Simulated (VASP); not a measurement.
Cu, 1 atom in the cell. The structure is cubic, space group Fm-3m (No. 225). Conventional cell: a = 3.563 Å, b = 3.563 Å, c = 3.563 Å, α = 90.00°, β = 90.00°, γ = 90.00°. Within 3.3 Å of Cu (site symmetry m-3m) lie 12 Cu at 2.52 Å. 

```yaml
Program: VASP 6.6.1
Task: single point
Functional: PBEsol
Potentials_or_basis: VASP PAW PBE potentials, release 64 (Cu)
Cutoff: 520 eV
k_mesh: 20 × 20 × 20
Occupations: gaussian, width 0.1 eV
Spin: no spin polarisation
Dipole_correction: no
Further_INCAR_settings: ALGO = Normal; EDIFF = 1e-07; NBANDS = 12
```

Potentials or basis: VASP PAW PBE potentials, release 64 (Cu).

Launch:

```bash
$ cat potpaw_PBE.64/Cu/POTCAR > POTCAR
$ mpirun -np 1 vasp_std > vasp.out
```

Hardware: 1 thread of Intel(R) Xeon(R) Platinum 8488C (Sapphire Rapids), with other jobs on the host.

Q: How long does it take, and how much memory?

A: Run time: 18 s on 1 thread of Intel(R) Xeon(R) Platinum 8488C (Sapphire Rapids), with other jobs on the host, peak memory 0.15 GiB. Counts: scf iterations 12, k points 256.
